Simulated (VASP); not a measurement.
# CdS (P6_3mc) in VASP: notebook

The runs below take CdS through single point, with r2SCAN.

Program: VASP 6.6.1. These are calculated values, not measurements. Logs are shortened: lines on timing, memory, paths and dates and some standing lists are left out, and cuts for length are marked.

## Step 1: The cell of the first run

Symmetry: P6_3mc, No. 186, hexagonal system. Conventional cell: a = 4.164 Å, b = 4.164 Å, c = 6.766 Å, α = 90.00°, β = 90.00°, γ = 120.00°. Cd (site symmetry 3m) has 4 S at 2.54 to 2.55 Å within 3.4 Å. Within 3.4 Å of S (site symmetry 3m) lie 4 Cd at 2.54 to 2.55 Å.

## Step 2: Single point, r2SCAN

POSCAR reads:

```
CdS
1.0
    4.1637940826      0.0000000000      0.0000000000
   -2.0818970413      3.6059514517      0.0000000000
    0.0000000000      0.0000000000      6.7662483140
Cd S
2 2
Direct
    0.3333333333      0.6666666667     -0.0009613637
    0.6666666667      0.3333333333      0.4990386363
    0.3333333333      0.6666666667      0.3759613637
    0.6666666667      0.3333333333      0.8759613637
```

INCAR.step1 reads:

```
PREC = Accurate
ENCUT = 520
ISMEAR = 0
SIGMA = 0.01
LREAL = False
LASPH = True
NELM = 100
NBANDS = 26
GGA = PE
ALGO = Normal
EDIFF = 1E-4
LWAVE = True
LCHARG = False
```

INCAR.step2 reads:

```
PREC = Accurate
ENCUT = 520
EDIFF = 1E-6
ISMEAR = 0
SIGMA = 0.01
LREAL = False
LASPH = True
NELM = 100
ALGO = Normal
ISIF = 2
LWAVE = False
LCHARG = False
METAGGA = R2SCAN
LMIXTAU = True
NBANDS = 26
ISTART = 1
```

KPOINTS reads:

```
regular mesh
0
Gamma
  6 6 4
```

Potentials or basis: VASP PAW PBE potentials, release 64 (Cd, S).

Started as:

```console
$ cat potpaw_PBE.64/Cd/POTCAR potpaw_PBE.64/S/POTCAR > POTCAR
$ cp INCAR.step1 INCAR
$ mpirun -np 1 vasp_std > vasp.out
$ cp INCAR.step2 INCAR
$ mpirun -np 1 vasp_std > vasp.out
```

OUTCAR:

```text
PREC = Accurate
   ENCUT = 520
   EDIFF = 1E-6
   ISMEAR = 0
   LREAL = False
   LASPH = True
   NELM = 100
   ISIF = 2
   METAGGA = R2SCAN
   ISTART = 1

 ion  position               nearest neighbor table
   1  0.333  0.667  0.999-   4 2.54   4 2.54   4 2.54   3 2.55
   2  0.667  0.333  0.499-   3 2.54   3 2.54   3 2.54   4 2.55
   3  0.333  0.667  0.376-   2 2.54   2 2.54   2 2.54   1 2.55
   4  0.667  0.333  0.876-   1 2.54   1 2.54   1 2.54   2 2.55

  LATTYP: Found a hexagonal cell.
 ALAT       =     4.1637940826
 C/A-ratio  =     1.6250199169

  Lattice vectors:

 A1 = (   4.1637940826,   0.0000000000,   0.0000000000)
 A2 = (  -2.0818970413,   3.6059514517,   0.0000000000)
 A3 = (   0.0000000000,   0.0000000000,   6.7662483140)

Analysis of symmetry for initial positions (statically):
=====================================================================
 Subroutine PRICEL returns:
 Original cell was already a primitive cell.

 Routine SETGRP: Setting up the symmetry group for a
 hexagonal supercell.

 Subroutine GETGRP returns: Found 12 space group operations
 (whereof  6 operations were pure point group operations)
 out of a pool of 24 trial point group operations.

The static configuration has the point symmetry C_3v.
 The point group associated with its full space group is C_6v.

Analysis of symmetry for dynamics (positions and initial velocities):
=====================================================================
 Subroutine PRICEL returns:
 Original cell was already a primitive cell.

 Routine SETGRP: Setting up the symmetry group for a
 hexagonal supercell.

 Subroutine GETGRP returns: Found 12 space group operations
 (whereof  6 operations were pure point group operations)
 out of a pool of 24 trial point group operations.

The dynamic configuration has the point symmetry C_3v.
 The point group associated with its full space group is C_6v.

 Subroutine INISYM returns: Found 12 space group operations
 (whereof  6 operations are pure point group operations),
 and found     1 'primitive' translations

----------------------------------------------------------------------------------------

                                     Primitive cell

  volume of cell :     101.5914

  direct lattice vectors                    reciprocal lattice vectors
     4.163794083  0.000000000  0.000000000     0.240165575  0.138659659  0.000000000
    -2.081897041  3.605951452  0.000000000     0.000000000  0.277319319  0.000000000
     0.000000000  0.000000000  6.766248314     0.000000000  0.000000000  0.147792389

  length of vectors
     4.163794083  4.163794083  6.766248314     0.277319319  0.277319319  0.147792389

  position of ions in fractional coordinates (direct lattice)
     0.333333333  0.666666667  0.999038636
     0.666666667  0.333333333  0.499038636
     0.333333333  0.666666667  0.375961364
     0.666666667  0.333333333  0.875961364

  ion indices of the primitive-cell ions
   primitive index   ion index
                 1           1
                 2           2
                 3           3
                 4           4

----------------------------------------------------------------------------------------

 KPOINTS: regular mesh

Automatic generation of k-mesh.
 Grid dimensions read from file:
 generate k-points for:    6    6    4

 Generating k-lattice:

  Cartesian coordinates                     Fractional coordinates (reciprocal lattice)
     0.040027596  0.023109943  0.000000000     0.166666667  0.000000000  0.000000000
     0.000000000  0.046219886  0.000000000     0.000000000  0.166666667  0.000000000
     0.000000000  0.000000000  0.036948097     0.000000000  0.000000000  0.250000000

  Length of vectors
     0.046219886  0.046219886  0.036948097

  Shift w.r.t. Gamma in fractional coordinates (k-lattice)
     0.000000000  0.000000000  0.000000000

 Subroutine IBZKPT returns following result:
 ===========================================

 Found     21 irreducible k-points:

 Following reciprocal coordinates:
            Coordinates               Weight
  0.000000  0.000000  0.000000      1.000000
  0.166667  0.000000  0.000000      6.000000
  0.333333  0.000000  0.000000      6.000000
  0.500000  0.000000  0.000000      3.000000
  0.166667  0.166667  0.000000      6.000000
  0.333333  0.166667  0.000000     12.000000
[... 13 lines left out ...]
  0.333333  0.166667  0.500000     12.000000
  0.333333  0.333333  0.500000      2.000000
   k-points           NKPTS =     21   k-points in BZ     NKDIM =     21   number of bands    NBANDS=     26
   number of dos      NEDOS =    301   number of ions     NIONS =      4
   total plane-waves  NPLWV =  51200
   dimension x,y,z NGX =    32 NGY =   32 NGZ =   50
   dimension x,y,z NGXF=    64 NGYF=   64 NGZF=  100
   ions per type =               2   2
   NGX,Y,Z   is equivalent  to a cutoff of  12.78, 12.78, 12.28 a.u.
   NGXF,Y,Z  is equivalent  to a cutoff of  25.55, 25.55, 24.57 a.u.
 SYSTEM =  unknown system
   PREC   = accura    normal or accurate (medium, high low for compatibility)
   ISTART =      1    job   : 0-new  1-cont  2-samecut
   ICHARG =      0    charge: 1-file 2-atom 10-const
   ISPIN  =      1    spin polarized calculation?
   LNONCOLLINEAR =      F non collinear calculations
   LSORBIT =      F    spin-orbit coupling
   LASPH  =      T    aspherical Exc in radial PAW
   ENCUT  =  520.0 eV  38.22 Ry    6.18 a.u.   7.74  7.74 12.58*2*pi/ulx,y,z
   NELM   =    100;   NELMIN=  2; NELMDL=  0     # of ELM steps
   EDIFF  = 0.1E-05   stopping-criterion for ELM
   LREAL  =      F    real-space projection
   EDIFFG = 0.1E-04   stopping-criterion for IOM
   NSW    =      0    number of steps for IOM
   IBRION =     -1    ionic relax: 0-MD 1-quasi-New 2-CG
   NFREE  =      0    steps in history (QN), initial steepest desc. (CG)
   ISIF   =      2    stress and relaxation
   ISYM   =      2    0-nonsym 1-usesym 2-fastsym
   POTIM  = 0.5000    time-step for ionic-motion
   TEBEG  =    0.0;   TEEND  =   0.0 temperature during run
   PSTRESS=    0.0 pullay stress
   NELECT =      36.0000    total number of electrons
   NUPDOWN=      -1.0000    fix difference up-down
   EMIN   =  10.00;   EMAX   =-10.00  energy-range for DOS
   EFERMI =   0.00;   METHOD = LEGACY
   ISMEAR =     0;   SIGMA  =   0.01  broadening in eV -4-tet -1-fermi 0-gaus
   EFERMI_NEDOS =   21; number of points for ismear=-14 and -15
   IALGO  =     38    algorithm
   IMIX   =      4    mixing-type and parameters
     AMIX     =   0.40;   BMIX     =  1.00
     AMIX_MAG =   1.60;   BMIX_MAG =  1.00
  volume/ion in A,a.u.               =      25.40       171.39
  Fermi-wavevector in a.u.,A,eV,Ry     =   1.158484  2.189217 18.260172  1.342085
  Thomas-Fermi vector in A             =   2.295086
   LORBIT       =      0    0 simple, 1 ext, 2 COOP (PROOUT), +10 PAW based schemes
   METAGGA = R2SCAN    functional components
   LHFCALC =     F    Hartree Fock is set to
   AEXX    =    0.0000 exact exchange contribution
   IVDW    =     0    specifies the selected vdW correction
   LEPSILON=     F    determine dielectric tensor
   LRPA    =     F    only Hartree local field effects (RPA)
 non-spin polarized calculation
 Gauss-broadening in eV      SIGMA  =   0.01
  energy-cutoff  :      520.00
  volume of cell :      101.59
 maximum number of plane-waves:      2786
 NGX is ok and might be reduce to    32
   NGX = 15   NGY = 15   NGZ = 25

 number of electron      35.9999998 magnetization

 Free energy of the ion-electron system (eV)
  ---------------------------------------------------
  ext. energy  EPLUGINS =         0.00000000
  ---------------------------------------------------
  free energy    TOTEN  =       -59.38081988 eV

  energy without entropy =      -59.38081988  energy(sigma->0) =      -59.38081988

 E-fermi :   0.9038     XC(G=0):  -9.6105

 val. band max:        0.8476114754   @ k =   0.0000   0.0000   0.0000
 cond. band min:       2.4746130419   @ k =   0.0000   0.0000   0.0000
 fundamental gap:      1.6270015665
 Fermi energy:         0.9038473529

 k-point     1 :       0.0000    0.0000    0.0000
  band No.  band energies     occupation
      1     -11.8832      2.00000
      2     -11.4692      2.00000
      3      -7.0141      2.00000
      4      -7.0094      2.00000
      5      -7.0094      2.00000
      6      -6.9230      2.00000
[... 18 lines left out ...]
     25       8.9684      0.00000
     26       8.9684      0.00000

 k-point     2 :       0.1667    0.0000    0.0000
  band No.  band energies     occupation
      1     -11.7922      2.00000
      2     -11.4301      2.00000
      3      -6.9835      2.00000
      4      -6.9718      2.00000
      5      -6.9318      2.00000
      6      -6.8738      2.00000
[... 18 lines left out ...]
     25       8.8772      0.00000
     26       9.5556      0.00000

 k-point     3 :       0.3333    0.0000    0.0000
  band No.  band energies     occupation
      1     -11.5956      2.00000
      2     -11.3648      2.00000
      3      -6.9288      2.00000
      4      -6.9127      2.00000
      5      -6.7829      2.00000
      6      -6.7624      2.00000
[... 18 lines left out ...]
     25       9.6020      0.00000
     26      10.2756      0.00000

 k-point     4 :       0.5000    0.0000    0.0000
  band No.  band energies     occupation
      1     -11.4794      2.00000
      2     -11.3497      2.00000
      3      -6.9117      2.00000
      4      -6.8935      2.00000
      5      -6.7117      2.00000
      6      -6.6957      2.00000
[... 18 lines left out ...]
     25       9.7037      0.00000
     26      11.5829      0.00000
[... 409 lines left out ...]
      1     -11.5053      2.00000
      2     -11.5053      2.00000
      3      -6.8821      2.00000
      4      -6.8821      2.00000
      5      -6.8548      2.00000
      6      -6.8548      2.00000
[... 18 lines left out ...]
     25       9.3605      0.00000
     26       9.3605      0.00000

 k-point    20 :       0.3333    0.1667    0.5000
  band No.  band energies     occupation
      1     -11.4058      2.00000
      2     -11.4058      2.00000
      3      -6.8509      2.00000
      4      -6.8509      2.00000
      5      -6.8063      2.00000
      6      -6.8063      2.00000
[... 18 lines left out ...]
     25       9.8284      0.00000
     26       9.8284      0.00000

 k-point    21 :       0.3333    0.3333    0.5000
  band No.  band energies     occupation
      1     -11.3738      2.00000
      2     -11.3738      2.00000
      3      -6.8210      2.00000
      4      -6.8210      2.00000
      5      -6.8046      2.00000
      6      -6.8046      2.00000
[... 18 lines left out ...]
     25      10.6144      0.00000
     26      10.6144      0.00000

------------------------ aborting loop because EDIFF is reached ----------------------------------------

  FORCE on cell =-STRESS in cart. coord.  units (eV):
  Direction    XX          YY          ZZ          XY          YZ          ZX
  --------------------------------------------------------------------------------------
  -------------------------------------------------------------------------------------
  Total        0.2054557      0.2054557      0.1971411      0.0000000      0.0000000      0.0000000
  in kB        3.2401996      3.2401996      3.1090720      0.0000000      0.0000000      0.0000000
  external PRESSURE =       3.1964904 kB  Pullay stress =       0.0000000 kB

 VOLUME and BASIS-vectors are now :
 -----------------------------------------------------------------------------
  energy-cutoff  :      520.00
  volume of cell :      101.59
      direct lattice vectors                 reciprocal lattice vectors
     4.163794083  0.000000000  0.000000000     0.240165575  0.138659659  0.000000000
    -2.081897041  3.605951452  0.000000000     0.000000000  0.277319319  0.000000000
     0.000000000  0.000000000  6.766248314     0.000000000  0.000000000  0.147792389

 POSITION                                       TOTAL-FORCE (eV/Angst)
 -----------------------------------------------------------------------------------
     -0.00000      2.40397      6.75974         0.000000     -0.000000      0.000744
      2.08190      1.20198      3.37662        -0.000000      0.000000      0.000744
     -0.00000      2.40397      2.54385        -0.000000      0.000000     -0.000744
      2.08190      1.20198      5.92697         0.000000     -0.000000     -0.000744
 -----------------------------------------------------------------------------------
    total drift:                               -0.000000     -0.000000     -0.007704

  FREE ENERGIE OF THE ION-ELECTRON SYSTEM (eV)
  ---------------------------------------------------
  free  energy   TOTEN  =       -59.3808198769 eV

  energy  without entropy=      -59.3808198769  energy(sigma->0) =      -59.38081988
```

It took 2 min on 1 thread of AMD EPYC 9R45 (Zen 5), shared host; peak memory 0.21 GiB.

What came out:

- Free energy: -59.3808 eV
- Pressure: 0.3 GPa
- Band gap on the k mesh: 1.63 eV

Caveat: the PAW data sets were made with another functional, which shifts forces and pressure a little.

## Step 3: Single point, r2SCAN (in-plane strain +0.005, then relaxed in part)

POSCAR reads:

```
CdS
1.0
    4.1846130531      0.0000000000      0.0000000000
   -2.0923065265      3.6239812089      0.0000000000
    0.0000000000      0.0000000000      6.7341437646
Cd S
2 2
Direct
    0.3333333333      0.6666666667     -0.0020942097
    0.6666666667      0.3333333333      0.4979057903
    0.3333333333      0.6666666667      0.3770942097
    0.6666666667      0.3333333333      0.8770942097
```

INCAR.step1 reads:

```
SYSTEM = CdS
PREC = Accurate
ENCUT = 520
ISMEAR = 0
SIGMA = 0.01
LREAL = .FALSE.
LASPH = .TRUE.
NELM = 100
NBANDS = 26
GGA = PE
ALGO = Normal
EDIFF = 1E-4
LWAVE = .TRUE.
LCHARG = .FALSE.
```

INCAR.step2 reads:

```
SYSTEM = CdS
PREC = Accurate
ENCUT = 520
EDIFF = 1E-6
ISMEAR = 0
SIGMA = 0.01
LREAL = .FALSE.
LASPH = .TRUE.
NELM = 100
ALGO = Normal
ISIF = 2
LWAVE = .FALSE.
LCHARG = .TRUE.
METAGGA = R2SCAN
LMIXTAU = .TRUE.
LELF = .TRUE.
LVHAR = .TRUE.
NBANDS = 26
ISTART = 1
```

KPOINTS reads:

```
Automatic mesh
0
G
  6 6 4
  0 0 0
```

Potentials or basis: VASP PAW PBE potentials, release 64 (Cd, S).

Started as:

```console
$ cat potpaw_PBE.64/Cd/POTCAR potpaw_PBE.64/S/POTCAR > POTCAR
$ cp INCAR.step1 INCAR
$ mpirun -np 1 vasp_std > vasp.out
$ cp INCAR.step2 INCAR
$ mpirun -np 1 vasp_std > vasp.out
```

Run time: 1.7 min. Hardware: 1 thread of AMD EPYC 9R45 (Zen 5), shared host; peak memory 0.21 GiB.

Results (log left out):

- Free energy: -59.3805 eV
- Pressure: 0.0 GPa
- Band gap on the k mesh: 1.63 eV

Stress tensor (GPa, compression positive):
```
-0.15  0.00  0.00
 0.00 -0.15  0.00
 0.00  0.00  0.30
```

Levels at points of the mesh, in eV from the valence-band top:
| k point | band 15 | band 16 | band 17 | band 18 | band 19 | band 20 | band 21 | band 22 |
| --- | --- | --- | --- | --- | --- | --- | --- | --- |
| (0.00, 0.00, 0.00) | -0.75 | -0.01 | 0.00 | 0.00 | 1.63 | 3.15 | 6.96 | 6.96 |
| (0.50, 0.00, 0.00) | -2.55 | -1.85 | -1.22 | -0.74 | 4.16 | 4.21 | 5.48 | 6.88 |
| (0.00, 0.00, 0.50) | -0.38 | -0.38 | -0.38 | -0.38 | 3.24 | 3.24 | 6.65 | 6.65 |
| (0.50, 0.00, 0.50) | -1.32 | -1.32 | -1.24 | -1.24 | 3.90 | 3.90 | 5.80 | 5.80 |

Caveat: the cell differs from its parent crystal (in-plane strain +0.005, then relaxed in part); the PAW data sets were made with another functional, which shifts forces and pressure a little.

## Step 4: Single point, r2SCAN (film at in-plane strain +0.005)

Edit POSCAR of step 3 so:

```diff
@@ -2,4 +2,4 @@
 1.0
-    4.1846130531      0.0000000000      0.0000000000
-   -2.0923065265      3.6239812089      0.0000000000
+    4.1846130530      0.0000000000      0.0000000000
+   -2.0923065265      3.6239812090      0.0000000000
     0.0000000000      0.0000000000      6.7341437646
```

INCAR.step1 reads:

```
SYSTEM = CdS
PREC     = Accurate       ! precision mode
ENCUT    = 520            ! plane-wave cutoff, eV
ISMEAR   = 0              ! smearing method
SIGMA    = 0.01           ! smearing width, eV
LREAL    = .False.        ! projectors in reciprocal space
LASPH    = .True.         ! aspherical terms in the spheres
NELM     = 80             ! most SCF steps
NBANDS   = 26             ! bands
GGA      = PE             ! functional
ALGO     = Normal         ! electronic algorithm
EDIFF    = 1E-4           ! SCF threshold, eV
LWAVE    = .True.         ! write WAVECAR
LCHARG   = .False.        ! write CHGCAR
```

INCAR.step2 reads:

```
SYSTEM = CdS
PREC     = Accurate       ! precision mode
ENCUT    = 520            ! plane-wave cutoff, eV
EDIFF    = 1E-6           ! SCF threshold, eV
ISMEAR   = 0              ! smearing method
SIGMA    = 0.01           ! smearing width, eV
LREAL    = .False.        ! projectors in reciprocal space
LASPH    = .True.         ! aspherical terms in the spheres
NELM     = 80             ! most SCF steps
ALGO     = Normal         ! electronic algorithm
ISIF     = 2              ! what is computed and relaxed
LWAVE    = .False.        ! write WAVECAR
LCHARG   = .False.        ! write CHGCAR
METAGGA  = R2SCAN         ! meta-GGA
LMIXTAU  = .True.       
NBANDS   = 26             ! bands
ISTART   = 1
```

KPOINTS reads:

```
regular mesh
0
Gamma
  6 6 4
  0 0 0
```

Started as:

```console
$ cat potpaw_PBE.64/Cd/POTCAR potpaw_PBE.64/S/POTCAR > POTCAR
$ cp INCAR.step1 INCAR
$ mpirun -np 1 vasp_std > vasp.out
$ cp INCAR.step2 INCAR
$ mpirun -np 1 vasp_std > vasp.out
```

It took 1.7 min on 1 thread of AMD EPYC 9R45 (Zen 5), shared host; peak memory 0.22 GiB.

Results (log left out):

| Item | Value |
| --- | --- |
| Free energy | -59.3805 eV |
| Pressure | 0.0 GPa |
| Band gap on the k mesh | 1.63 eV |

Stress tensor (GPa, compression positive):
```
-0.15  0.00  0.00
 0.00 -0.15  0.00
 0.00  0.00  0.30
```

Levels at points of the mesh, in eV from the valence-band top:
```
           k point  band 16  band 17  band 18  band 19  band 20  band 21
(0.00, 0.00, 0.00)    -0.01     0.00     0.00     1.63     3.15     6.96
(0.50, 0.00, 0.00)    -1.85    -1.22    -0.74     4.16     4.21     5.48
(0.00, 0.00, 0.50)    -0.38    -0.38    -0.38     3.24     3.24     6.65
(0.50, 0.00, 0.50)    -1.32    -1.24    -1.24     3.90     3.90     5.80
```

Caveat: the cell differs from its parent crystal (film at in-plane strain +0.005); the PAW data sets were made with another functional, which shifts forces and pressure a little.

(Part 1 of 2 ends here.)
